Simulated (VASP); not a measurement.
Al, 2 atoms in the cell. The typed cell holds 2 atoms: a = 2.813 Å, b = 2.829 Å, c = 4.867 Å, α = 90.28°, β = 90.76°, γ = 120.57°. 

| Item | Value |
| --- | --- |
| Program | VASP 6.6.1 |
| Task | single point |
| Functional | PBEsol |
| Potentials or basis | VASP PAW PBE potentials, release 64 (Al) |
| Cutoff | 520 eV |
| k mesh | 14 × 14 × 7 |
| Occupations | fermi-dirac, width 0.05 eV |
| Spin | no spin polarisation |
| Dipole correction | no |
| Further INCAR settings | ALGO = Normal; EDIFF = 1e-06; NBANDS = 10 |

Potentials or basis: VASP PAW PBE potentials, release 64 (Al).

Launch:

```console
$ cat potpaw_PBE.64/Al/POTCAR > POTCAR
$ mpirun -np 1 vasp_std > vasp.out
```

Hardware: 1 thread of AMD EPYC 9R45 96-Core Processor (Zen 5), on a shared host.

Estimate the wall time of this run.

It took 90 s on 1 thread of AMD EPYC 9R45 96-Core Processor (Zen 5), on a shared host, peak memory 0.27 GiB. Counts: scf iterations 10, k points 688.
